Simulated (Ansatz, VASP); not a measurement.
This is a calculation of Co for VASP 6.6.1.

INCAR

```
  ALGO = Normal
  EDIFF = 1E-6
  ENCUT = 520
  GGA = PS
  ISIF = 2
  ISMEAR = -1
  ISPIN = 2
  LASPH = True
  LCHARG = False
  LMAXMIX = 4
  LORBIT = 11
  LREAL = False
  LWAVE = False
  MAGMOM = 2 2 2 2
  NBANDS = 30
  NELM = 150
  PREC = Accurate
  SIGMA = 0.05
```

File KPOINTS:

```
k-points
0
Gamma
  12 12 4
```

Contents of POSCAR:

```
Co
1.0
    2.4539803297      0.0000000000      0.0000000000
   -1.2269901649      2.1252093060      0.0000000000
    0.0000000000      0.0000000000      8.0339487160
Co
4
Direct
    0.6666666667      0.3333333333      0.7500000000
    0.0000000000      0.0000000000      0.5000000000
    0.3333333333      0.6666666667      0.2500000000
    0.0000000000      0.0000000000      0.0000000000
```

Potentials or basis: VASP PAW PBE potentials, release 64 (Co).

The run is started by

```console
$ cat potpaw_PBE.64/Co/POTCAR > POTCAR
$ mpirun -np 1 vasp_std > vasp.out
```

Task: Translate it to Ansatz 0.2.0. Potentials there: Ansatz PAW.

Result: As run (the cutoff follows the program's own potentials):

Contents of input.yaml:

```yaml
crystal:
  lattice:
    - [2.4539803297, 0.0, 0.0]
    - [-1.2269901649, 2.125209306, 0.0]
    - [0.0, 0.0, 8.033948716]
  atoms:
    - { symbol: Co, position: [0.6666666667, 0.3333333333, 0.75], spin: 2.0 }
    - { symbol: Co, position: [0.0, 0.0, 0.5], spin: 2.0 }
    - { symbol: Co, position: [0.3333333333, 0.6666666667, 0.25], spin: 2.0 }
    - { symbol: Co, position: [0.0, 0.0, 0.0], spin: 2.0 }
hamiltonian:
  xc: pbesol
  pseudopotentials: { kind: paw }
magnetization:
  spin_polarized: true
kpoints:
  mp_grid: { grid: [12, 12, 4] }
scf:
  occupations: { method: fermi_dirac, width: 0.05 }
output:
  forces: true
  stress: true
  eigenvalues: true
```

Potentials or basis: Ansatz PAW.

Run with:

```console
$ ansatz run input.yaml --threads 1 --pin off --max-ram 3584MiB --backend cpu --events-out ev --progress --plain --runs-dir out
```

Both were run:

|  | VASP | Ansatz | Ansatz less VASP |
| --- | --- | --- | --- |
| gap on the k mesh at the Fermi level (eV) | none | none | - |
| pressure (GPa) | -2.3 | -1.3 | +0.98 |
| traceless stress, the component that is largest in VASP (GPa) | -2.63 | -2.72 | -0.094 |
| net moment per atom (μB) | 1.61 | 1.62 | +0.011 |
| size of the moment on the site where the two differ most (μB) | 1.63 | 1.69 | +0.066 |

VASP's potentials were made for PBE, not for PBEsol. Site moments also hang on the region over which each program counts them. A gap of «none» marks a metal or a gap that the smearing closes. With one functional, cell and mesh, what is left measures potentials, basis and numerics. VASP's potentials hold 36 valence electrons a cell and Ansatz's 68, so a difference there can come from the potentials and not from the codes.
